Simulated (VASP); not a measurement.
# Al3Cl (R-3m) in VASP: notebook

Al3Cl is run at these levels: PBE; tasks: single point, relaxation of cell and atoms.

Program: VASP 6.6.1. These are calculated values, not measurements. Logs are shortened: lines on timing, memory, paths and dates and some standing lists are left out, and cuts for length are marked.

**1. The cell of the first run**

It takes space group R-3m (No. 166, trigonal). Conventional cell: a = 4.974 Å, b = 4.974 Å, c = 12.961 Å, α = 90.00°, β = 90.00°, γ = 120.00°. Al (site symmetry 2/m) has 2 Cl at 2.49 Å and 4 Al at 2.49 Å within 3.3 Å. Within 3.3 Å of Cl (site symmetry -3m) lie 6 Al at 2.49 Å.

The cell was generated, and may not be a known phase.

**2. Single point, PBE**

The input, INCAR:

```
SYSTEM = Al3Cl
PREC = Accurate
ENCUT = 520
EDIFF = 1E-6
ISMEAR = 0
SIGMA = 0.1
LREAL = .FALSE.
LASPH = .TRUE.
NELM = 80
ALGO = Normal
ISIF = 2
LWAVE = .FALSE.
LCHARG = .FALSE.
GGA = PE
NBANDS = 16
```

The input, KPOINTS:

```
regular mesh
0
G
  6 6 6
  0 0 0
```

The input, POSCAR:

```
Al3Cl
1.0
    2.4871957000      1.4359831100      4.3204504800
   -2.4871957000      1.4359831100      4.3204504800
    0.0000000000     -2.8719662200      4.3204504800
Al Cl
3 1
Direct
    0.5000000000      0.5000000000      0.0000000000
    0.0000000000      0.5000000000      0.5000000000
    0.5000000000      0.0000000000      0.5000000000
    0.0000000000      0.0000000000      0.0000000000
```

Potentials or basis: VASP PAW PBE potentials, release 64 (Al, Cl).

Command:

```
$ cat potpaw_PBE.64/Al/POTCAR potpaw_PBE.64/Cl/POTCAR > POTCAR
$ mpirun -np 1 vasp_std > vasp.out
```

OUTCAR:

```text
SYSTEM = Al3Cl
   PREC = Accurate
   ENCUT = 520
   EDIFF = 1E-6
   ISMEAR = 0
   LREAL = .FALSE.
   LASPH = .TRUE.
   NELM = 80
   ISIF = 2
   GGA = PE

 ion  position               nearest neighbor table
   1  0.500  0.500  0.000-   4 2.49   4 2.49   3 2.49   2 2.49   2 2.49   3 2.49
   2  0.000  0.500  0.500-   3 2.49   3 2.49   1 2.49   4 2.49   1 2.49   4 2.49
   3  0.500  0.000  0.500-   2 2.49   2 2.49   1 2.49   1 2.49   4 2.49   4 2.49
   4  0.000  0.000  0.000-   1 2.49   1 2.49   2 2.49   2 2.49   3 2.49   3 2.49

  LATTYP: Found a trigonal (rhomboedric) cell.
 ALAT       =     5.1879169512
 COS(alpha) =     0.5403112421

  Lattice vectors:

 A1 = (   2.4871957000,   1.4359831100,   4.3204504800)
 A2 = (  -2.4871957000,   1.4359831100,   4.3204504800)
 A3 = (   0.0000000000,  -2.8719662200,   4.3204504800)

Analysis of symmetry for initial positions (statically):
=====================================================================
 Subroutine PRICEL returns:
 Original cell was already a primitive cell.

 Routine SETGRP: Setting up the symmetry group for a
 trigonal (rhombohedral) supercell.

 Subroutine GETGRP returns: Found 12 space group operations
 (whereof 12 operations were pure point group operations)
 out of a pool of 12 trial point group operations.

The static configuration has the point symmetry D_3d.

Analysis of symmetry for dynamics (positions and initial velocities):
=====================================================================
 Subroutine PRICEL returns:
 Original cell was already a primitive cell.

 Routine SETGRP: Setting up the symmetry group for a
 trigonal (rhombohedral) supercell.

 Subroutine GETGRP returns: Found 12 space group operations
 (whereof 12 operations were pure point group operations)
 out of a pool of 12 trial point group operations.

The dynamic configuration has the point symmetry D_3d.

 Subroutine INISYM returns: Found 12 space group operations
 (whereof 12 operations are pure point group operations),
 and found     1 'primitive' translations

----------------------------------------------------------------------------------------

                                     Primitive cell

  volume of cell :      92.5848

  direct lattice vectors                    reciprocal lattice vectors
     2.487195700  1.435983110  4.320450480     0.201029617  0.116064503  0.077152449
    -2.487195700  1.435983110  4.320450480    -0.201029617  0.116064503  0.077152449
[... 94 lines left out ...]
   NFREE  =      0    steps in history (QN), initial steepest desc. (CG)
   ISIF   =      2    stress and relaxation
   ISYM   =      2    0-nonsym 1-usesym 2-fastsym
   POTIM  = 0.5000    time-step for ionic-motion
   TEBEG  =    0.0;   TEEND  =   0.0 temperature during run
   PSTRESS=    0.0 pullay stress
   NELECT =      16.0000    total number of electrons
   NUPDOWN=      -1.0000    fix difference up-down
   EMIN   =  10.00;   EMAX   =-10.00  energy-range for DOS
   EFERMI =   0.00;   METHOD = LEGACY
   ISMEAR =     0;   SIGMA  =   0.10  broadening in eV -4-tet -1-fermi 0-gaus
   EFERMI_NEDOS =   21; number of points for ismear=-14 and -15
   IALGO  =     38    algorithm
   IMIX   =      4    mixing-type and parameters
     AMIX     =   0.40;   BMIX     =  1.00
     AMIX_MAG =   1.60;   BMIX_MAG =  1.00
  volume/ion in A,a.u.               =      23.15       156.20
  Fermi-wavevector in a.u.,A,eV,Ry     =   0.911874  1.723193 11.313444  0.831515
  Thomas-Fermi vector in A             =   2.036204
   LORBIT       =      0    0 simple, 1 ext, 2 COOP (PROOUT), +10 PAW based schemes
   GGA     = PE    functional components
   LHFCALC =     F    Hartree Fock is set to
   AEXX    =    0.0000 exact exchange contribution
   IVDW    =     0    specifies the selected vdW correction
   LEPSILON=     F    determine dielectric tensor
   LRPA    =     F    only Hartree local field effects (RPA)
 non-spin polarized calculation
 Gauss-broadening in eV      SIGMA  =   0.10
  energy-cutoff  :      520.00
  volume of cell :       92.58
 maximum number of plane-waves:      2531
 NGX is ok and might be reduce to    40
   NGX = 19   NGY = 19   NGZ = 19

 number of electron      15.9999999 magnetization

 Free energy of the ion-electron system (eV)
  ---------------------------------------------------
  ext. energy  EPLUGINS =         0.00000000
  ---------------------------------------------------
  free energy    TOTEN  =        -9.46229060 eV

  energy without entropy =       -9.44939833  energy(sigma->0) =       -9.45584447

 E-fermi :   4.6029     XC(G=0):  -8.5308

 val. band max:        4.5925384847   @ k =   0.5000   0.1667   0.1667
 cond. band min:       4.6143486380   @ k =  -0.1667   0.1667   0.0000
 fundamental gap:      0.0218101533
 Fermi energy:         4.6029143568

 k-point     1 :       0.0000    0.0000    0.0000
  band No.  band energies     occupation
      1     -13.9486      2.00000
      2      -3.4727      2.00000
      3      -3.4727      2.00000
      4      -2.9612      2.00000
      5      -1.2696      2.00000
      6       1.3834      2.00000
[... 433 lines left out ...]
      3      -4.1476      2.00000
      4      -1.4026      2.00000
      5      -0.5151      2.00000
      6       0.7014      2.00000
[... 8 lines left out ...]
     15      11.0908      0.00000
     16      11.7103      0.00000

 [... further k-points ...]

------------------------ aborting loop because EDIFF is reached ----------------------------------------

  FORCE on cell =-STRESS in cart. coord.  units (eV):
  Direction    XX          YY          ZZ          XY          YZ          ZX
  --------------------------------------------------------------------------------------
  -------------------------------------------------------------------------------------
  Total       13.8272679     13.8272680     -1.7080804      0.0000000     -0.0000000      0.0000000
  in kB      239.2805442    239.2805452    -29.5582906      0.0000000     -0.0000000      0.0000000
  external PRESSURE =     149.6675996 kB  Pullay stress =       0.0000000 kB

 VOLUME and BASIS-vectors are now :
 -----------------------------------------------------------------------------
  energy-cutoff  :      520.00
  volume of cell :       92.58
      direct lattice vectors                 reciprocal lattice vectors
     2.487195700  1.435983110  4.320450480     0.201029617  0.116064503  0.077152449
    -2.487195700  1.435983110  4.320450480    -0.201029617  0.116064503  0.077152449
     0.000000000 -2.871966220  4.320450480     0.000000000 -0.232129007  0.077152449

 POSITION                                       TOTAL-FORCE (eV/Angst)
 -----------------------------------------------------------------------------------
      0.00000      1.43598      4.32045        -0.000000      0.000000     -0.000000
     -1.24360     -0.71799      4.32045        -0.000000      0.000000      0.000000
      1.24360     -0.71799      4.32045        -0.000000     -0.000000     -0.000000
      0.00000      0.00000      0.00000         0.000000      0.000000     -0.000000
 -----------------------------------------------------------------------------------
    total drift:                               -0.000000     -0.000000     -0.000000

  FREE ENERGIE OF THE ION-ELECTRON SYSTEM (eV)
  ---------------------------------------------------
  free  energy   TOTEN  =        -9.4622906049 eV

  energy  without entropy=       -9.4493983331  energy(sigma->0) =       -9.45584447
```

OSZICAR:

```text
N       E                     dE             d eps       ncg     rms          rms(c)
DAV:   1     0.464898772629E+02    0.46490E+02   -0.56004E+03  1024   0.788E+02
DAV:   2    -0.552409635295E+01   -0.52014E+02   -0.44941E+02  1400   0.119E+02
DAV:   3    -0.983724969570E+01   -0.43132E+01   -0.42623E+01  1296   0.350E+01
DAV:   4    -0.990309908224E+01   -0.65849E-01   -0.65784E-01  1352   0.517E+00
DAV:   5    -0.990496424659E+01   -0.18652E-02   -0.18651E-02  1392   0.890E-01    0.170E+01
DAV:   6    -0.957582009186E+01    0.32914E+00   -0.21242E-01  1360   0.255E+00    0.102E+01
DAV:   7    -0.946382554923E+01    0.11199E+00   -0.33040E-01  1352   0.270E+00    0.799E-01
DAV:   8    -0.946223347374E+01    0.15921E-02   -0.26522E-02  1224   0.101E+00    0.484E-01
DAV:   9    -0.946244206014E+01   -0.20859E-03   -0.32015E-03  1400   0.297E-01    0.348E-01
DAV:  10    -0.946224982368E+01    0.19224E-03   -0.47224E-04  1288   0.132E-01    0.646E-02
DAV:  11    -0.946229108022E+01   -0.41257E-04   -0.92912E-05  1336   0.611E-02    0.191E-02
DAV:  12    -0.946228964737E+01    0.14329E-05   -0.85264E-06  1328   0.201E-02    0.590E-03
DAV:  13    -0.946229060494E+01   -0.95758E-06   -0.25614E-06  1296   0.876E-03
   1 F= -.94622906E+01 E0= -.94558445E+01  d E =-.128923E-01
```

stdout:

```text
POSCAR found type information on POSCAR AlCl
 POSCAR found :  2 types and       4 ions
 scaLAPACK will be used
 LDA part: xc-table for (Slater+PW92), standard interpolation
 POSCAR, INCAR and KPOINTS ok, starting setup
 FFT: planning ... GRIDC
 FFT: planning ... GRID_SOFT
 FFT: planning ... GRID
 WAVECAR not read
 entering main loop
```

Wall time 64 s (1 thread of Intel Xeon 8259CL, shared host); peak memory 0.24 GiB.

Results:

| Item | Value |
| --- | --- |
| Free energy | -9.4623 eV |
| Pressure | 15.0 GPa |
| Band gap on the k mesh | zero (bands 8 and 9 overlap by 1.40 eV) |

Caveat: the stress differs along the axes, from -3 to 24 GPa.

(Continued in part 2 of 2.)

The gap in the log of VASP goes by the Fermi energy; the results here count the filled bands.